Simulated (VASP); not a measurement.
# MnO (zincblende type) (F-43m) in VASP: further runs

MnO (zincblende type) is run at these levels: PBE; tasks: single point, relaxation of cell and atoms.

Everything below comes from runs of VASP 6.6.1. Logs are shortened: lines on timing, memory, paths and dates and some standing lists are left out, and cuts for length are marked.

## 1. The cell of the first run

The structure is cubic, space group F-43m (No. 216). Conventional cell: a = 4.800 Å, b = 4.800 Å, c = 4.800 Å, α = 90.00°, β = 90.00°, γ = 90.00°. Mn (site symmetry -43m) has 4 O at 2.08 Å within 2.8 Å. Within 2.8 Å of O (site symmetry -43m) lie 4 Mn at 2.08 Å.

## 2. Single point, PBE, collinear spin, ferromagnetic start

Contents of INCAR:

```
SYSTEM = MnO
  PREC = Accurate
  ENCUT = 520
  EDIFF = 1E-6
  ISMEAR = -1
  SIGMA = 0.05
  LREAL = .FALSE.
  LASPH = .TRUE.
  NELM = 150
  ALGO = Normal
  ISIF = 2
  LWAVE = .FALSE.
  LCHARG = .FALSE.
  ISPIN = 2
  MAGMOM = 4 0
  LORBIT = 11
  LMAXMIX = 4
  GGA = PE
  NBANDS = 20
```

Contents of KPOINTS:

```
regular mesh
0
G
  14 14 14
  0 0 0
```

Contents of POSCAR:

```
MnO
1.0
    0.0000000000      2.4001540386      2.4001540386
    2.4001540386      0.0000000000      2.4001540386
    2.4001540386      2.4001540386      0.0000000000
Mn O
1 1
Direct
    0.0000000000      0.0000000000      0.0000000000
    0.2500000000      0.2500000000      0.2500000000
```

Potentials or basis: VASP PAW PBE potentials, release 64 (Mn_pv, O).

Command:

```bash
cat potpaw_PBE.64/Mn_pv/POTCAR potpaw_PBE.64/O/POTCAR > POTCAR
mpirun -np 1 vasp_std > vasp.out
```

OUTCAR:

```text
SYSTEM = MnO
   PREC = Accurate
   ENCUT = 520
   EDIFF = 1E-6
   ISMEAR = -1
   LREAL = .FALSE.
   LASPH = .TRUE.
   NELM = 150
   ISIF = 2
   ISPIN = 2
   LORBIT = 11
   GGA = PE

 ion  position               nearest neighbor table
   1  0.000  0.000  0.000-   2 2.08   2 2.08   2 2.08   2 2.08
   2  0.250  0.250  0.250-   1 2.08   1 2.08   1 2.08   1 2.08

  LATTYP: Found a face centered cubic cell.
 ALAT       =     4.8003080772

  Lattice vectors:

 A1 = (   0.0000000000,   2.4001540386,   2.4001540386)
 A2 = (   2.4001540386,   0.0000000000,   2.4001540386)
 A3 = (   2.4001540386,   2.4001540386,   0.0000000000)

Analysis of symmetry for initial positions (statically):
=====================================================================
 Subroutine PRICEL returns:
 Original cell was already a primitive cell.

 Routine SETGRP: Setting up the symmetry group for a
 face centered cubic supercell.

 Subroutine GETGRP returns: Found 24 space group operations
 (whereof 24 operations were pure point group operations)
 out of a pool of 48 trial point group operations.

The static configuration has the point symmetry T_d .

Analysis of symmetry for dynamics (positions and initial velocities):
=====================================================================
 Subroutine PRICEL returns:
 Original cell was already a primitive cell.

 Routine SETGRP: Setting up the symmetry group for a
 face centered cubic supercell.

 Subroutine GETGRP returns: Found 24 space group operations
 (whereof 24 operations were pure point group operations)
 out of a pool of 48 trial point group operations.

The dynamic configuration has the point symmetry T_d .

Analysis of structural, dynamic, and magnetic symmetry:
=====================================================================
 Subroutine PRICEL returns:
 Original cell was already a primitive cell.

 Routine SETGRP: Setting up the symmetry group for a
 face centered cubic supercell.

 Subroutine GETGRP returns: Found 24 space group operations
 (whereof 24 operations were pure point group operations)
 out of a pool of 48 trial point group operations.

The overall configuration has the point symmetry T_d .

 Subroutine INISYM returns: Found 24 space group operations
 (whereof 24 operations are pure point group operations),
 and found     1 'primitive' translations

----------------------------------------------------------------------------------------

                                     Primitive cell

  volume of cell :      27.6533

  direct lattice vectors                    reciprocal lattice vectors
     0.000000000  2.400154039  2.400154039    -0.208319963  0.208319963  0.208319963
     2.400154039  0.000000000  2.400154039     0.208319963 -0.208319963  0.208319963
     2.400154039  2.400154039  0.000000000     0.208319963  0.208319963 -0.208319963

  length of vectors
     3.394330393  3.394330393  3.394330393     0.360820760  0.360820760  0.360820760

  position of ions in fractional coordinates (direct lattice)
     0.000000000  0.000000000  0.000000000
     0.250000000  0.250000000  0.250000000

  ion indices of the primitive-cell ions
   primitive index   ion index
                 1           1
                 2           2

----------------------------------------------------------------------------------------

 KPOINTS: regular mesh

Automatic generation of k-mesh.
 Grid dimensions read from file:
 generate k-points for:   14   14   14

 Generating k-lattice:

  Cartesian coordinates                     Fractional coordinates (reciprocal lattice)
    -0.014879997  0.014879997  0.014879997     0.071428571  0.000000000  0.000000000
     0.014879997 -0.014879997  0.014879997     0.000000000  0.071428571  0.000000000
     0.014879997  0.014879997 -0.014879997     0.000000000  0.000000000  0.071428571

  Length of vectors
     0.025772911  0.025772911  0.025772911

  Shift w.r.t. Gamma in fractional coordinates (k-lattice)
     0.000000000  0.000000000  0.000000000

 Subroutine IBZKPT returns following result:
 ===========================================

 Found    104 irreducible k-points:

 Following reciprocal coordinates:
            Coordinates               Weight
  0.000000  0.000000  0.000000      1.000000
  0.071429  0.000000  0.000000      8.000000
  0.142857  0.000000  0.000000      8.000000
  0.214286  0.000000  0.000000      8.000000
  0.285714  0.000000  0.000000      8.000000
  0.357143  0.000000  0.000000      8.000000
[... 16 lines left out ...]
  0.214286  0.142857  0.000000     24.000000
  0.285714  0.142857  0.000000     24.000000
 [... further k-points ...]
   k-points           NKPTS =    104   k-points in BZ     NKDIM =    104   number of bands    NBANDS=     20
   number of dos      NEDOS =    301   number of ions     NIONS =      2
   total plane-waves  NPLWV =  21952
   dimension x,y,z NGX =    28 NGY =   28 NGZ =   28
   dimension x,y,z NGXF=    56 NGYF=   56 NGZF=   56
   ions per type =               1   1
   NGX,Y,Z   is equivalent  to a cutoff of  13.71, 13.71, 13.71 a.u.
   NGXF,Y,Z  is equivalent  to a cutoff of  27.43, 27.43, 27.43 a.u.
 SYSTEM =  MnO
   PREC   = accura    normal or accurate (medium, high low for compatibility)
   ISTART =      0    job   : 0-new  1-cont  2-samecut
   ICHARG =      2    charge: 1-file 2-atom 10-const
   ISPIN  =      2    spin polarized calculation?
   LNONCOLLINEAR =      F non collinear calculations
   LSORBIT =      F    spin-orbit coupling
   LASPH  =      T    aspherical Exc in radial PAW
   ENCUT  =  520.0 eV  38.22 Ry    6.18 a.u.   6.31  6.31  6.31*2*pi/ulx,y,z
   NELM   =    150;   NELMIN=  2; NELMDL= -5     # of ELM steps
   EDIFF  = 0.1E-05   stopping-criterion for ELM
   LREAL  =      F    real-space projection
   EDIFFG = 0.1E-04   stopping-criterion for IOM
   NSW    =      0    number of steps for IOM
   IBRION =     -1    ionic relax: 0-MD 1-quasi-New 2-CG
   NFREE  =      0    steps in history (QN), initial steepest desc. (CG)
   ISIF   =      2    stress and relaxation
   ISYM   =      2    0-nonsym 1-usesym 2-fastsym
   POTIM  = 0.5000    time-step for ionic-motion
   TEBEG  =    0.0;   TEEND  =   0.0 temperature during run
   PSTRESS=    0.0 pullay stress
   NELECT =      19.0000    total number of electrons
   NUPDOWN=      -1.0000    fix difference up-down
   EMIN   =  10.00;   EMAX   =-10.00  energy-range for DOS
   EFERMI =   0.00;   METHOD = LEGACY
   ISMEAR =    -1;   SIGMA  =   0.05  broadening in eV -4-tet -1-fermi 0-gaus
   EFERMI_NEDOS =   21; number of points for ismear=-14 and -15
   IALGO  =     38    algorithm
   IMIX   =      4    mixing-type and parameters
     AMIX     =   0.40;   BMIX     =  1.00
     AMIX_MAG =   1.60;   BMIX_MAG =  1.00
  volume/ion in A,a.u.               =      13.83        93.31
  Fermi-wavevector in a.u.,A,eV,Ry     =   1.444587  2.729873 28.393052  2.086830
  Thomas-Fermi vector in A             =   2.562865
   LORBIT       =     11    0 simple, 1 ext, 2 COOP (PROOUT), +10 PAW based schemes
   GGA     = PE    functional components
   LHFCALC =     F    Hartree Fock is set to
   AEXX    =    0.0000 exact exchange contribution
   IVDW    =     0    specifies the selected vdW correction
   LEPSILON=     F    determine dielectric tensor
   LRPA    =     F    only Hartree local field effects (RPA)
 spin polarized calculation
  energy-cutoff  :      520.00
  volume of cell :       27.65
 maximum number of plane-waves:       758
 NGX is ok and might be reduce to    28
   NGX = 13   NGY = 13   NGZ = 13

 number of electron      19.0000006 magnetization       4.9965866

 Free energy of the ion-electron system (eV)
  ---------------------------------------------------
  ext. energy  EPLUGINS =         0.00000000
  ---------------------------------------------------
  free energy    TOTEN  =       -16.41462130 eV

  energy without entropy =      -16.41259855  energy(sigma->0) =      -16.41360993

 E-fermi :   5.3317     XC(G=0): -10.3727

 val. band max:        5.3092698916   @ k =   0.0714   0.0000   0.0000
 cond. band min:       5.3369501539   @ k =   0.0000   0.0000   0.0000
 fundamental gap:      0.0276802623
 Fermi energy:         5.3317492131

 spin component 1

 k-point     1 :       0.0000    0.0000    0.0000
  band No.  band energies     occupation
      1     -45.1722      1.00000
      2     -45.1722      1.00000
      3     -45.1722      1.00000
      4     -14.2595      1.00000
      5      -0.6388      1.00000
      6      -0.6388      1.00000
[... 12 lines left out ...]
     19      22.2802      0.00000
     20      22.3662      0.00000
[... 507 lines left out ...]
 k-point    24 :       0.2857    0.1429    0.0000
  band No.  band energies     occupation
      1     -45.1858      1.00000
      2     -45.1761      1.00000
      3     -45.1759      1.00000
      4     -13.9999      1.00000
      5      -1.2909      1.00000
      6      -0.4209      1.00000
[... 12 lines left out ...]
     19      23.9679      0.00000
     20      26.5893      0.00000

 [... further k-points ...]

 spin component 2

 k-point     1 :       0.0000    0.0000    0.0000
  band No.  band energies     occupation
      1     -40.4258      1.00000
      2     -40.4258      1.00000
      3     -40.4258      1.00000
      4     -13.8240      1.00000
      5       0.6774      1.00000
      6       0.6775      1.00000
[... 12 lines left out ...]
     19      23.9362      0.00000
     20      23.9362      0.00000
[... 507 lines left out ...]
 k-point    24 :       0.2857    0.1429    0.0000
  band No.  band energies     occupation
      1     -40.4443      1.00000
      2     -40.4309      1.00000
      3     -40.4306      1.00000
      4     -13.5717      1.00000
      5      -0.2068      1.00000
      6       0.7499      1.00000
[... 12 lines left out ...]
     19      25.3215      0.00000
     20      27.8973      0.00000

 [... further k-points ...]

------------------------ aborting loop because EDIFF is reached ----------------------------------------

  FORCE on cell =-STRESS in cart. coord.  units (eV):
  Direction    XX          YY          ZZ          XY          YZ          ZX
  --------------------------------------------------------------------------------------
  -------------------------------------------------------------------------------------
  Total        0.0576212      0.0576212      0.0576212     -0.0000000     -0.0000000     -0.0000000
  in kB        3.3384537      3.3384537      3.3384537     -0.0000000     -0.0000000     -0.0000000
  external PRESSURE =       3.3384537 kB  Pullay stress =       0.0000000 kB

 VOLUME and BASIS-vectors are now :
 -----------------------------------------------------------------------------
  energy-cutoff  :      520.00
  volume of cell :       27.65
      direct lattice vectors                 reciprocal lattice vectors
     0.000000000  2.400154039  2.400154039    -0.208319963  0.208319963  0.208319963
     2.400154039  0.000000000  2.400154039     0.208319963 -0.208319963  0.208319963
     2.400154039  2.400154039  0.000000000     0.208319963  0.208319963 -0.208319963

 POSITION                                       TOTAL-FORCE (eV/Angst)
 -----------------------------------------------------------------------------------
      0.00000      0.00000      0.00000        -0.000000     -0.000000     -0.000000
      1.20008      1.20008      1.20008         0.000000      0.000000      0.000000
 -----------------------------------------------------------------------------------
    total drift:                               -0.000000     -0.000000     -0.000000

  FREE ENERGIE OF THE ION-ELECTRON SYSTEM (eV)
  ---------------------------------------------------
  free  energy   TOTEN  =       -16.4146213002 eV

  energy  without entropy=      -16.4125985513  energy(sigma->0) =      -16.41360993

 total charge

# of ion       s       p       d       tot
------------------------------------------
    1        0.231   6.211   4.934  11.376
    2        1.554   3.441   0.000   4.995
--------------------------------------------------
tot          1.786   9.651   4.934  16.370

 magnetization (x)

# of ion       s       p       d       tot
------------------------------------------
    1        0.037   0.058   4.330   4.425
    2        0.019   0.173   0.000   0.192
--------------------------------------------------
tot          0.056   0.231   4.330   4.617
```

Run time: 7.4 min. Hardware: 1 thread of Intel Xeon 8259CL, shared host; peak memory 0.23 GiB.

What came out:

* Free energy: -16.4146 eV
* Pressure: 0.3 GPa
* Band gap on the k mesh: zero (filled and empty bands overlap)
* Net moment: 5.00 μB per cell
* Site moments: Mn +4.42; O +0.19 μB
* Valence electrons inside the program's atomic spheres: Mn 11.38; O 5.00

Caveat: a cell with one magnetic atom can't hold antiferromagnetic order, which such compounds often take; semilocal functionals often make such compounds metallic where correlation or magnetic order opens a gap, which also shifts bond lengths. With open d or f shells a metallic result of PBE can be an artefact of self-interaction; +U or a hybrid may open a gap.

## 3. Single point, PBE, collinear spin, ferromagnetic start (14.17 Å³/atom)

This run uses another cell than the first one, of 14.17 Å³/atom.

Contents of INCAR:

```
PREC = Accurate
ENCUT = 520
EDIFF = 1E-7
ISMEAR = -1
SIGMA = 0.05
LREAL = False
LASPH = True
NELM = 150
ALGO = Normal
ISIF = 2
LWAVE = False
LCHARG = False
ISPIN = 2
MAGMOM = 4 0
LORBIT = 11
LMAXMIX = 4
GGA = PE
NBANDS = 20
```

Contents of KPOINTS:

```
regular mesh
0
Gamma
  14 14 14
```

Contents of POSCAR:

```
MnO
1.0
    0.0000000000      2.4199909219      2.4199909219
    2.4199909219      0.0000000000      2.4199909219
    2.4199909219      2.4199909219      0.0000000000
Mn O
1 1
Direct
    0.0000000000      0.0000000000      0.0000000000
    0.2500000000      0.2500000000      0.2500000000
```

Potentials or basis: VASP PAW PBE potentials, release 64 (Mn_pv, O).

Command:

```bash
cat potpaw_PBE.64/Mn_pv/POTCAR potpaw_PBE.64/O/POTCAR > POTCAR
mpirun -np 1 vasp_std > vasp.out
```

OUTCAR:

```text
PREC = Accurate
   ENCUT = 520
   EDIFF = 1E-7
   ISMEAR = -1
   LREAL = False
   LASPH = True
   NELM = 150
   ISIF = 2
   ISPIN = 2
   LORBIT = 11
   GGA = PE

 ion  position               nearest neighbor table
   1  0.000  0.000  0.000-   2 2.10   2 2.10   2 2.10   2 2.10
   2  0.250  0.250  0.250-   1 2.10   1 2.10   1 2.10   1 2.10

  LATTYP: Found a face centered cubic cell.
 ALAT       =     4.8399818438

  Lattice vectors:

 A1 = (   0.0000000000,   2.4199909219,   2.4199909219)
[... 1317 lines left out ...]
  in kB      -23.8125612    -23.8125612    -23.8125612      0.0000000     -0.0000000      0.0000000
  external PRESSURE =     -23.8125612 kB  Pullay stress =       0.0000000 kB

 VOLUME and BASIS-vectors are now :
 -----------------------------------------------------------------------------
  energy-cutoff  :      520.00
  volume of cell :       28.34
      direct lattice vectors                 reciprocal lattice vectors
     0.000000000  2.419990922  2.419990922    -0.206612345  0.206612345  0.206612345
     2.419990922  0.000000000  2.419990922     0.206612345 -0.206612345  0.206612345
     2.419990922  2.419990922  0.000000000     0.206612345  0.206612345 -0.206612345

 POSITION                                       TOTAL-FORCE (eV/Angst)
 -----------------------------------------------------------------------------------
      0.00000      0.00000      0.00000         0.000000      0.000000      0.000000
      1.21000      1.21000      1.21000        -0.000000     -0.000000     -0.000000
 -----------------------------------------------------------------------------------
    total drift:                               -0.000000     -0.000000     -0.000000

  FREE ENERGIE OF THE ION-ELECTRON SYSTEM (eV)
  ---------------------------------------------------
  free  energy   TOTEN  =       -16.4108415917 eV

  energy  without entropy=      -16.4092325829  energy(sigma->0) =      -16.41003709

 total charge

# of ion       s       p       d       tot
------------------------------------------
    1        0.227   6.201   4.925  11.352
    2        1.554   3.429   0.000   4.983
--------------------------------------------------
tot          1.781   9.630   4.925  16.335

 magnetization (x)

# of ion       s       p       d       tot
------------------------------------------
    1        0.037   0.055   4.342   4.434
    2        0.019   0.167   0.000   0.186
--------------------------------------------------
tot          0.055   0.223   4.342   4.620
```

OSZICAR:

```text
N       E                     dE             d eps       ncg     rms          rms(c)
DAV:   1     0.172979679554E+03    0.17298E+03   -0.10472E+04  8344   0.105E+03
DAV:   2    -0.990472857800E+01   -0.18288E+03   -0.17108E+03  8544   0.317E+02
DAV:   3    -0.190961913212E+02   -0.91915E+01   -0.90709E+01  9412   0.774E+01
DAV:   4    -0.191753576149E+02   -0.79166E-01   -0.79146E-01  9364   0.755E+00
DAV:   5    -0.191762654300E+02   -0.90782E-03   -0.90780E-03  9360   0.802E-01    0.149E+01
DAV:   6    -0.168541911642E+02    0.23221E+01   -0.13812E+01 10968   0.380E+01    0.144E+01
DAV:   7    -0.164261049907E+02    0.42809E+00   -0.18766E+00  9144   0.199E+01    0.827E+00
DAV:   8    -0.164244524683E+02    0.16525E-02   -0.20220E-01  9264   0.310E+00    0.463E+00
DAV:   9    -0.164101032010E+02    0.14349E-01   -0.54729E-02  8604   0.219E+00    0.861E-01
DAV:  10    -0.164102062517E+02   -0.10305E-03   -0.10036E-02  8712   0.957E-01    0.269E-01
DAV:  11    -0.164106633884E+02   -0.45714E-03   -0.17927E-03  9336   0.369E-01    0.115E-01
DAV:  12    -0.164107839780E+02   -0.12059E-03   -0.73498E-05  9308   0.106E-01    0.437E-02
DAV:  13    -0.164108248868E+02   -0.40909E-04   -0.37405E-05  9176   0.489E-02    0.365E-02
DAV:  14    -0.164108415666E+02   -0.16680E-04   -0.13417E-05  9196   0.241E-02    0.951E-03
DAV:  15    -0.164108412917E+02    0.27490E-06   -0.11933E-06  9396   0.951E-03    0.504E-03
DAV:  16    -0.164108414360E+02   -0.14428E-06   -0.86569E-08  8284   0.239E-03    0.357E-03
DAV:  17    -0.164108415958E+02   -0.15981E-06   -0.26444E-07  8776   0.423E-03    0.893E-04
DAV:  18    -0.164108415917E+02    0.40332E-08   -0.20564E-08  5312   0.117E-03
   1 F= -.16410842E+02 E0= -.16410037E+02  d E =-.160901E-02  mag=     4.9993
```

Run time: 7.6 min. Hardware: 1 thread of Intel Xeon 8259CL, shared host; peak memory 0.23 GiB.

What came out:

```
Free energy                                           : -16.4108 eV
Pressure                                              : -2.4 GPa
Band gap on the k mesh                                : zero (filled and empty bands overlap)
Net moment                                            : 5.00 μB per cell
Site moments                                          : Mn +4.43; O +0.19 μB
Valence electrons inside the program's atomic spheres : Mn 11.35; O 4.98
```

Levels at points of the mesh, in eV from the Fermi level:
Spin up:
```csv
k point,band 9,band 10,band 11,band 12,band 13,band 14,band 15,band 16
"(0.00, 0.00, 0.00)",-2.74,-1.42,-0.01,-0.01,-0.01,11.85,11.85,11.85
"(0.50, 0.00, 0.00)",-2.58,-2.49,-0.81,-0.81,3.81,5.09,11.34,11.34
"(0.50, 0.50, 0.00)",-2.45,-2.05,-1.77,-1.77,3.69,7.59,9.26,11.45
```
Spin down:
```tsv
k point	band 3	band 4	band 5	band 6	band 7	band 8	band 9	band 10	band 11	band 12
(0.00, 0.00, 0.00)	-45.70	-18.95	-4.47	-4.47	-4.47	-0.01	1.58	1.58	3.36	3.36
(0.50, 0.00, 0.00)	-45.71	-18.55	-5.77	-4.31	-4.31	1.42	1.73	1.73	2.71	2.71
(0.50, 0.50, 0.00)	-45.72	-18.43	-5.78	-4.21	-4.21	0.33	1.65	2.04	2.31	2.31
```

Caveat: a cell with one magnetic atom can't hold antiferromagnetic order, which such compounds often take; semilocal functionals often make such compounds metallic where correlation or magnetic order opens a gap, which also shifts bond lengths.

[end of part 1 of 2]
